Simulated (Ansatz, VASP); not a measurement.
## One calculation of Au, two programs

File INCAR:

```
  ALGO = Normal
  EDIFF = 1E-6
  ENCUT = 520
  GGA = PE
  ISIF = 2
  ISMEAR = -1
  LASPH = True
  LCHARG = True
  LELF = True
  LREAL = False
  LVHAR = True
  LWAVE = False
  NBANDS = 18
  NELM = 60
  PREC = Accurate
  SIGMA = 0.03
```

Contents of KPOINTS:

```
k-points
0
Gamma
  14 14 8
```

The input POSCAR:

```
Au
1.0
    2.8407981581      0.0000000000      0.0000000000
   -1.4203990791      2.4602033720      0.0000000000
    0.0000000000      0.0000000000      4.7803802105
Au
2
Direct
    0.3333333333      0.6666666667      0.7500000000
    0.6666666667      0.3333333333      0.2500000000
```

Input for Ansatz:

```yaml
crystal:
  lattice:
    - [2.8407981581, 0.0, 0.0]
    - [-1.4203990791, 2.460203372, 0.0]
    - [0.0, 0.0, 4.7803802105]
  atoms:
    - { symbol: Au, position: [0.3333333333, 0.6666666667, 0.75] }
    - { symbol: Au, position: [0.6666666667, 0.3333333333, 0.25] }
kpoints:
  mp_grid: { grid: [14, 14, 8] }
  band_path:
    path:
      - [0.0, 0.0, 0.0]
      - [0.5, 0.0, 0.0]
      - [0.3333333333, 0.3333333333, 0.0]
      - [0.0, 0.0, 0.0]
      - [0.0, 0.0, 0.5]
      - [0.5, 0.0, 0.5]
      - [0.3333333333, 0.3333333333, 0.5]
      - [0.0, 0.0, 0.5]
      - [0.5, 0.0, 0.5]
    npoints: 5
scf:
  occupations: { method: fermi_dirac, width: 0.03 }
hamiltonian:
  xc: pbe
  pseudopotentials: { kind: all_electron, lapw: { basis_error: 0.0005 } }
output:
  forces: true
  stress: true
  eigenvalues: true
```

Change from the starting cell: volume scaled by 0.94.

Alike in both runs: task single point; functional PBE; k mesh 14 × 14 × 8; occupations fermi-dirac, width 0.03 eV; no spin polarisation.

|  | VASP | Ansatz |
| --- | --- | --- |
| version | VASP 6.6.1 | Ansatz 0.2.0 |
| potentials or method | VASP PAW PBE potentials, release 64 (Au), cutoff 520 eV | all-electron LAPW, scalar-relativistic |

```tsv
	VASP	Ansatz	Ansatz less VASP
pressure (GPa)	12.5	12.8	+0.29
traceless stress, the component that is largest in VASP (GPa)	-1.07	-1.06	+0.014
```

Ansatz ran all-electron here, and VASP with PAW potentials.

Spin-orbit coupling is off throughout.
